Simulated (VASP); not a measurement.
Input of a VASP 6.6.1 run:

INCAR

```
SYSTEM = ScZn
  ALGO = Normal
  EDIFF = 1E-6
  EDIFFG = -0.02
  ENCUT = 600
  GGA = PS
  IBRION = 2
  ISIF = 3
  ISMEAR = -1
  LASPH = .TRUE.
  LCHARG = .FALSE.
  LREAL = .FALSE.
  LWAVE = .FALSE.
  NELM = 80
  NSW = 50
  PREC = Accurate
  SIGMA = 0.05
```

KPOINTS

```
k-points
0
G
  8 8 8
  0 0 0
```

POSCAR

```
ScZn
1.0
    3.3500000000      0.0000000000      0.0000000000
    0.0000000000      3.3500000000      0.0000000000
    0.0000000000      0.0000000000      3.3500000000
Sc Zn
1 1
Direct
    0.0000000000      0.0000000000      0.0000000000
    0.5000000000      0.5000000000      0.5000000000
```

Potentials or basis: VASP PAW PBE potentials, release 64 (Sc_sv, Zn).

Command:

```sh
$ cat potpaw_PBE.64/Sc_sv/POTCAR potpaw_PBE.64/Zn/POTCAR > POTCAR
$ mpirun -np 1 vasp_std > vasp.out
```

(1) Estimate the relaxed cell.

(2) Predict the relaxed volume.

(3) What does it give for the space group after relaxing (to 0.05 Å)?

Answers

(1) a = 3.305 Å, b = 3.305 Å, c = 3.305 Å, α = 90.00°, β = 90.00°, γ = 90.00°.

(2) 18.04 Å³/atom.

(3) Pm-3m (No. 221).

Caveat: the PAW data sets were made with another functional, which shifts forces and pressure a little.
